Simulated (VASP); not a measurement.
# SrCl2 (I4/mmm) in VASP: further runs, part 2 of 2

VASP 6.6.1. Earlier steps stand in the parts before.

**4. Single point, r2SCAN**

This run uses another cell than the first one, of the same volume but with other edges.

Input file POSCAR:

```
SrCl2
1.0
    0.0000000000      3.1936253700      4.1517129810
    3.1936253700      0.0000000000      4.1517129810
    3.1936253700      3.1936253700      0.0000000000
Sr Cl
1 2
Direct
    0.0000000000      0.0000000000      0.0000000000
    0.2500000000      0.2500000000      0.2500000000
    0.7500000000      0.7500000000      0.7500000000
```

Input file INCAR.step1:

```
PREC = Accurate ; ENCUT = 520
ISMEAR = 0 ; SIGMA = 0.05
LREAL = False ; LASPH = True
NELM = 100 ; NBANDS = 19
GGA = PE ; ALGO = Normal
EDIFF = 1E-4 ; LWAVE = True
LCHARG = False
```

Input file INCAR.step2:

```
PREC = Accurate ; ENCUT = 520
EDIFF = 1E-7 ; ISMEAR = 0
SIGMA = 0.05 ; LREAL = False
LASPH = True ; NELM = 100
ALGO = Normal ; ISIF = 2
LWAVE = False ; LCHARG = True
METAGGA = R2SCAN ; LMIXTAU = True
LELF = True ; LVHAR = True
NBANDS = 19 ; ISTART = 1
```

Input file KPOINTS:

```
regular mesh
0
Gamma
  6 6 6
```

Potentials or basis: VASP PAW PBE potentials, release 64 (Sr_sv, Cl).

Launch:

```
cat potpaw_PBE.64/Sr_sv/POTCAR potpaw_PBE.64/Cl/POTCAR > POTCAR
cp INCAR.step1 INCAR
mpirun -np 1 vasp_std > vasp.out
cp INCAR.step2 INCAR
mpirun -np 1 vasp_std > vasp.out
```

OUTCAR:

```text
PREC = Accurate
   ENCUT = 520
   EDIFF = 1E-7
   ISMEAR = 0
   LREAL = False
   LASPH = True
   NELM = 100
   ISIF = 2
   METAGGA = R2SCAN
   ISTART = 1

 ion  position               nearest neighbor table
   1  0.000  0.000  0.000-   2 3.07   3 3.07   3 3.07   3 3.07   3 3.07   2 3.07   2 3.07   2 3.07

   2  0.250  0.250  0.250-   1 3.07   1 3.07   1 3.07   1 3.07
   3  0.750  0.750  0.750-   1 3.07   1 3.07   1 3.07   1 3.07

  LATTYP: Found a body centered tetragonal cell.
 ALAT       =     4.5164683114
 C/A-ratio  =     1.8384776311

  Lattice vectors:

 A1 = (  -3.1936253700,   0.0000000000,   4.1517129810)
 A2 = (   3.1936253700,   0.0000000000,   4.1517129810)
 A3 = (   0.0000000000,   3.1936253700,  -4.1517129810)

Analysis of symmetry for initial positions (statically):
=====================================================================
 Subroutine PRICEL returns:
 Original cell was already a primitive cell.

 Routine SETGRP: Setting up the symmetry group for a
 body centered tetragonal supercell.
[... 160 lines left out ...]

 Free energy of the ion-electron system (eV)
  ---------------------------------------------------
  ext. energy  EPLUGINS =         0.00000000
  ---------------------------------------------------
  free energy    TOTEN  =       -35.00566712 eV

  energy without entropy =      -35.00566712  energy(sigma->0) =      -35.00566712

 E-fermi :   1.2038     XC(G=0):  -8.7794

 val. band max:        0.8917989016   @ k =   0.5000   0.0000   0.5000
 cond. band min:       4.3955779982   @ k =   0.0000   0.0000   0.0000
 fundamental gap:      3.5037790966
 Fermi energy:         1.2038482369

 k-point     1 :       0.0000    0.0000    0.0000
  band No.  band energies     occupation
      1     -34.3545      2.00000
      2     -15.7374      2.00000
      3     -15.7374      2.00000
      4     -15.6326      2.00000
      5     -13.9214      2.00000
      6     -12.7296      2.00000
[... 505 lines left out ...]
      6     -13.1059      2.00000
[... 11 lines left out ...]
     18       9.4804      0.00000
     19      10.0032      0.00000

 [... further k-points ...]
[... 5 lines left out ...]
  --------------------------------------------------------------------------------------
  -------------------------------------------------------------------------------------
  Total        3.2719625      3.2719625     -5.0904538      0.0000000      0.0000000     -0.0000000
  in kB       61.9004273     61.9004273    -96.3034448      0.0000000      0.0000000     -0.0000000
  external PRESSURE =       9.1658033 kB  Pullay stress =       0.0000000 kB

 VOLUME and BASIS-vectors are now :
 -----------------------------------------------------------------------------
  energy-cutoff  :      520.00
  volume of cell :       84.69
      direct lattice vectors                 reciprocal lattice vectors
     0.000000000  3.193625370  4.151712981    -0.156561883  0.156561883  0.120432217
     3.193625370  0.000000000  4.151712981     0.156561883 -0.156561883  0.120432217
     3.193625370  3.193625370  0.000000000     0.156561883  0.156561883 -0.120432217

 POSITION                                       TOTAL-FORCE (eV/Angst)
 -----------------------------------------------------------------------------------
      0.00000      0.00000      0.00000         0.000000     -0.000000     -0.000000
      1.59681      1.59681      2.07586         0.000000      0.000000     -0.000000
      4.79044      4.79044      6.22757        -0.000000      0.000000      0.000000
 -----------------------------------------------------------------------------------
    total drift:                               -0.000000     -0.000000      0.000000

  FREE ENERGIE OF THE ION-ELECTRON SYSTEM (eV)
  ---------------------------------------------------
  free  energy   TOTEN  =       -35.0056671245 eV

  energy  without entropy=      -35.0056671245  energy(sigma->0) =      -35.00566712
```

It took 100 s on 1 thread of Intel Xeon 6975P-C (Granite Rapids), shared host; peak memory 0.27 GiB.

What came out:

```yaml
Free_energy: -35.0057 eV
Pressure: 0.9 GPa
Band_gap_on_the_k_mesh: 3.50 eV, indirect (least direct gap 3.89 eV)
```

Levels at points of the mesh, in eV from the valence-band top:
```
           k point  band 9  band 10  band 11  band 12  band 13  band 14  band 15  band 16
(0.00, 0.00, 0.00)   -2.53    -2.29    -0.38    -0.38     3.50     6.34     6.50     7.95
(0.50, 0.00, 0.00)   -2.13    -2.09    -1.86    -1.74     5.63     6.00     6.65     7.22
(0.50, 0.50, 0.00)   -2.81    -1.49    -0.52    -0.52     4.72     5.34     6.68     6.68
(0.50, 0.00, 0.50)   -2.47    -2.26    -0.13     0.00     4.39     7.17     7.59     7.64
```

Caveat: the PAW data sets were made with another functional, which shifts forces and pressure a little. A k mesh can miss the band edges.

**5. Single point, r2SCAN**

This run uses another cell than the first one, of the same volume but with other edges.

Input file POSCAR:

```
SrCl2
1.0
    0.0000000000      3.2799810787      3.9359772944
    3.2799810787      0.0000000000      3.9359772944
    3.2799810787      3.2799810787      0.0000000000
Sr Cl
1 2
Direct
    0.0000000000      0.0000000000      0.0000000000
    0.2500000000      0.2500000000      0.2500000000
    0.7500000000      0.7500000000      0.7500000000
```

Input file INCAR.step1:

```
PREC     = Accurate       # precision mode
ENCUT    = 520            # plane-wave cutoff, eV
ISMEAR   = 0              # smearing method
SIGMA    = 0.05           # smearing width, eV
LREAL    = False          # projectors in reciprocal space
LASPH    = True           # aspherical terms in the spheres
NELM     = 100            # most SCF steps
NBANDS   = 19             # bands
GGA      = PE             # functional
ALGO     = Normal         # electronic algorithm
EDIFF    = 1E-4           # SCF threshold, eV
LWAVE    = True           # write WAVECAR
LCHARG   = False          # write CHGCAR
```

Input file INCAR.step2:

```
PREC     = Accurate       # precision mode
ENCUT    = 520            # plane-wave cutoff, eV
EDIFF    = 1E-7           # SCF threshold, eV
ISMEAR   = 0              # smearing method
SIGMA    = 0.05           # smearing width, eV
LREAL    = False          # projectors in reciprocal space
LASPH    = True           # aspherical terms in the spheres
NELM     = 100            # most SCF steps
ALGO     = Normal         # electronic algorithm
ISIF     = 2              # what is computed and relaxed
LWAVE    = False          # write WAVECAR
LCHARG   = False          # write CHGCAR
METAGGA  = R2SCAN         # meta-GGA
LMIXTAU  = True         
NBANDS   = 19             # bands
ISTART   = 1
```

Input file KPOINTS:

```
Automatic mesh
0
Gamma
  6 6 6
```

Potentials or basis: VASP PAW PBE potentials, release 64 (Sr_sv, Cl).

Launch:

```
cat potpaw_PBE.64/Sr_sv/POTCAR potpaw_PBE.64/Cl/POTCAR > POTCAR
cp INCAR.step1 INCAR
mpirun -np 1 vasp_std > vasp.out
cp INCAR.step2 INCAR
mpirun -np 1 vasp_std > vasp.out
```

OUTCAR:

```text
PREC = Accurate
   ENCUT = 520
   EDIFF = 1E-7
   ISMEAR = 0
   LREAL = False
   LASPH = True
   NELM = 100
   ISIF = 2
   METAGGA = R2SCAN
   ISTART = 1

 ion  position               nearest neighbor table
   1  0.000  0.000  0.000-   3 3.04   3 3.04   3 3.04   2 3.04   3 3.04   2 3.04   2 3.04   2 3.04

   2  0.250  0.250  0.250-   1 3.04   1 3.04   1 3.04   1 3.04
   3  0.750  0.750  0.750-   1 3.04   1 3.04   1 3.04   1 3.04

  LATTYP: Found a body centered tetragonal cell.
 ALAT       =     4.6385937258
[... 199 lines left out ...]
      6     -12.9829      2.00000
[... 505 lines left out ...]
      6     -13.2295      2.00000
[... 11 lines left out ...]
     18       9.5205      0.00000
     19      10.2516      0.00000

 [... further k-points ...]
[... 5 lines left out ...]
  --------------------------------------------------------------------------------------
  -------------------------------------------------------------------------------------
  Total        2.1763222      2.1763222     -3.2773874      0.0000000     -0.0000000     -0.0000000
  in kB       41.1726209     41.1726209    -62.0030573      0.0000000     -0.0000000     -0.0000000
  external PRESSURE =       6.7807282 kB  Pullay stress =       0.0000000 kB

 VOLUME and BASIS-vectors are now :
 -----------------------------------------------------------------------------
  energy-cutoff  :      520.00
  volume of cell :       84.69
      direct lattice vectors                 reciprocal lattice vectors
     0.000000000  3.279981079  3.935977294    -0.152439904  0.152439904  0.127033253
     3.279981079  0.000000000  3.935977294     0.152439904 -0.152439904  0.127033253
     3.279981079  3.279981079  0.000000000     0.152439904  0.152439904 -0.127033253

 POSITION                                       TOTAL-FORCE (eV/Angst)
 -----------------------------------------------------------------------------------
      0.00000      0.00000      0.00000         0.000000     -0.000000      0.000000
      1.63999      1.63999      1.96799        -0.000000     -0.000000     -0.000000
      4.91997      4.91997      5.90397         0.000000      0.000000      0.000000
 -----------------------------------------------------------------------------------
    total drift:                               -0.000000     -0.000000      0.000000

  FREE ENERGIE OF THE ION-ELECTRON SYSTEM (eV)
  ---------------------------------------------------
  free  energy   TOTEN  =       -35.3721538887 eV

  energy  without entropy=      -35.3721538887  energy(sigma->0) =      -35.37215389
```

Run time: 97 s. Hardware: 1 thread of Intel Xeon 6975P-C (Granite Rapids), shared host; peak memory 0.26 GiB.

What came out:

```
Free energy            : -35.3722 eV
Pressure               : 0.7 GPa
Band gap on the k mesh : 4.45 eV, indirect (least direct gap 4.80 eV)
```

Stress tensor (GPa, compression positive):
```
 4.12  0.00  0.00
 0.00  4.12  0.00
 0.00  0.00 -6.20
```

Levels at points of the mesh, in eV from the valence-band top:
```tsv
k point	band 8	band 9	band 10	band 11	band 12	band 13	band 14	band 15	band 16	band 17
(0.00, 0.00, 0.00)	-2.78	-2.36	-1.69	-0.34	-0.34	4.45	6.43	6.69	8.60	8.95
(0.50, 0.00, 0.00)	-1.93	-1.90	-1.90	-1.59	-1.49	6.49	6.50	7.36	7.52	8.63
(0.50, 0.50, 0.00)	-2.47	-2.47	-1.06	-0.48	-0.48	5.27	6.19	7.38	7.38	7.63
(0.50, 0.00, 0.50)	-2.82	-2.21	-1.71	-0.19	0.00	5.09	7.58	7.82	8.22	8.35
```

Caveat: the PAW data sets were made with another functional, which shifts forces and pressure a little. A k mesh can miss the band edges.

**6. Single point, r2SCAN**

This run uses another cell than the first one, of the same volume but with other edges.

Input file POSCAR:

```
SrCl2
1.0
    0.0000000000      3.9125384253      2.7661646667
    3.9125384253      0.0000000000      2.7661646667
    3.9125384253      3.9125384253      0.0000000000
Sr Cl
1 2
Direct
    0.0000000000      0.0000000000      0.0000000000
    0.2500000000      0.2500000000      0.2500000000
    0.7500000000      0.7500000000      0.7500000000
```

Input file INCAR.step1:

```
SYSTEM = SrCl2
PREC     = Accurate       ! precision mode
ENCUT    = 520            ! plane-wave cutoff, eV
ISMEAR   = 0              ! smearing method
SIGMA    = 0.05           ! smearing width, eV
LREAL    = .FALSE.        ! projectors in reciprocal space
LASPH    = .TRUE.         ! aspherical terms in the spheres
NELM     = 100            ! most SCF steps
NBANDS   = 19             ! bands
GGA      = PE             ! functional
ALGO     = Normal         ! electronic algorithm
EDIFF    = 1E-4           ! SCF threshold, eV
LWAVE    = .TRUE.         ! write WAVECAR
LCHARG   = .FALSE.        ! write CHGCAR
```

Input file INCAR.step2:

```
SYSTEM = SrCl2
PREC     = Accurate       ! precision mode
ENCUT    = 520            ! plane-wave cutoff, eV
EDIFF    = 1E-6           ! SCF threshold, eV
ISMEAR   = 0              ! smearing method
SIGMA    = 0.05           ! smearing width, eV
LREAL    = .FALSE.        ! projectors in reciprocal space
LASPH    = .TRUE.         ! aspherical terms in the spheres
NELM     = 100            ! most SCF steps
ALGO     = Normal         ! electronic algorithm
ISIF     = 2              ! what is computed and relaxed
LWAVE    = .FALSE.        ! write WAVECAR
LCHARG   = .TRUE.         ! write CHGCAR
METAGGA  = R2SCAN         ! meta-GGA
LMIXTAU  = .TRUE.       
LELF     = .TRUE.         ! ELF
LVHAR    = .TRUE.       
NBANDS   = 19             ! bands
ISTART   = 1
```

Input file KPOINTS:

```
Automatic mesh
0
G
  6 6 6
  0 0 0
```

Potentials or basis: VASP PAW PBE potentials, release 64 (Sr_sv, Cl).

Launch:

```
cat potpaw_PBE.64/Sr_sv/POTCAR potpaw_PBE.64/Cl/POTCAR > POTCAR
cp INCAR.step1 INCAR
mpirun -np 1 vasp_std > vasp.out
cp INCAR.step2 INCAR
mpirun -np 1 vasp_std > vasp.out
```

Wall time 2.9 min (1 thread of Intel Xeon 6975P-C, shared host); peak memory 0.25 GiB.

The run converged. Its results:

```yaml
Free_energy: -34.1615 eV
Pressure: 3.6 GPa
Band_gap_on_the_k_mesh: 1.94 eV, indirect (least direct gap 2.04 eV)
```

Stress tensor (GPa, compression positive):
```
-6.54  0.00  0.00
 0.00 -6.54  0.00
 0.00  0.00 23.95
```

Levels at points of the mesh, in eV from the valence-band top:
```tsv
k point	band 10	band 11	band 12	band 13	band 14	band 15
(0.00, 0.00, 0.00)	-3.86	-3.86	-0.10	1.94	2.72	5.38
(0.50, 0.00, 0.00)	-3.78	-3.41	-3.22	4.41	4.44	4.50
(0.50, 0.50, 0.00)	-3.00	-3.00	0.00	2.62	5.31	5.93
(0.50, 0.00, 0.50)	-3.64	-2.73	-0.13	2.69	4.26	5.04
```

Caveat: the PAW data sets were made with another functional, which shifts forces and pressure a little. A k mesh can miss the band edges.

**7. Single point, r2SCAN**

This run uses another cell than the first one, of the same volume but with other edges.

Input file POSCAR:

```
SrCl2
1.0
    0.0000000000      3.7864615652      2.9534400209
    3.7864615652      0.0000000000      2.9534400209
    3.7864615652      3.7864615652      0.0000000000
Sr Cl
1 2
Direct
    0.0000000000      0.0000000000      0.0000000000
    0.2500000000      0.2500000000      0.2500000000
    0.7500000000      0.7500000000      0.7500000000
```

INCAR.step1 is that of step 6.

Changes to INCAR.step2 since step 6:

```diff
@@ -12,7 +12,5 @@
 LWAVE    = .FALSE.        ! write WAVECAR
-LCHARG   = .TRUE.         ! write CHGCAR
+LCHARG   = .FALSE.        ! write CHGCAR
 METAGGA  = R2SCAN         ! meta-GGA
 LMIXTAU  = .TRUE.       
-LELF     = .TRUE.         ! ELF
-LVHAR    = .TRUE.       
 NBANDS   = 19             ! bands
```

KPOINTS is that of step 6.

Launch:

```
cat potpaw_PBE.64/Sr_sv/POTCAR potpaw_PBE.64/Cl/POTCAR > POTCAR
cp INCAR.step1 INCAR
mpirun -np 1 vasp_std > vasp.out
cp INCAR.step2 INCAR
mpirun -np 1 vasp_std > vasp.out
```

Wall time 2.5 min (1 thread of Intel Xeon 6975P-C, shared host); peak memory 0.25 GiB.

Results (log left out):

| Property | Result |
| --- | --- |
| Free energy | -34.9905 eV |
| Pressure | 1.7 GPa |
| Band gap on the k mesh | 3.48 eV, indirect (least direct gap 3.63 eV) |

Stress tensor (GPa, compression positive):
```
-4.35  0.00  0.00
 0.00 -4.35  0.00
 0.00  0.00 13.79
```

Levels at points of the mesh, in eV from the valence-band top:
```
           k point  band 10  band 11  band 12  band 13  band 14  band 15
(0.00, 0.00, 0.00)    -2.58    -2.58    -0.15     3.48     4.13     6.38
(0.50, 0.00, 0.00)    -2.74    -2.67    -2.41     5.50     5.65     5.94
(0.50, 0.50, 0.00)    -2.12    -2.12     0.00     4.00     6.45     7.06
(0.50, 0.00, 0.50)    -2.82    -1.82    -0.18     3.98     5.51     6.34
```

Caveat: the PAW data sets were made with another functional, which shifts forces and pressure a little. A k mesh can miss the band edges.

**8. Overview**

```tsv
cell	gap on the mesh (eV)	pressure (GPa)
a = 5.378, b = 5.378, c = 4.392 Å, angles 65.9, 65.9, 48.2°, 3 atoms	2.40	1.3
a = 4.829, b = 4.829, c = 5.204 Å, angles 57.4, 57.4, 65.2°, 3 atoms	4.57	0.9
a = 5.238, b = 5.238, c = 4.516 Å, angles 64.5, 64.5, 51.1°, 3 atoms	3.50	0.9
a = 5.123, b = 5.123, c = 4.639 Å, angles 63.1, 63.1, 53.8°, 3 atoms	4.45	0.7
a = 4.792, b = 4.792, c = 5.533 Å, angles 54.7, 54.7, 70.5°, 3 atoms	1.94	3.6
a = 4.802, b = 4.802, c = 5.355 Å, angles 56.1, 56.1, 67.8°, 3 atoms	3.48	1.7
```

Alike in all rows: task single point; level r2SCAN; potentials or basis VASP PAW PBE potentials, release 64 (Sr_sv, Cl); no spin polarisation; k mesh 6 × 6 × 6; cutoff (eV) 520; smearing gaussian 0.05 eV.

Caveats: the PAW data sets were made with another functional, which shifts forces and pressure a little.

Total energies depend on the potentials used, so only differences within one code and one set of settings carry meaning.
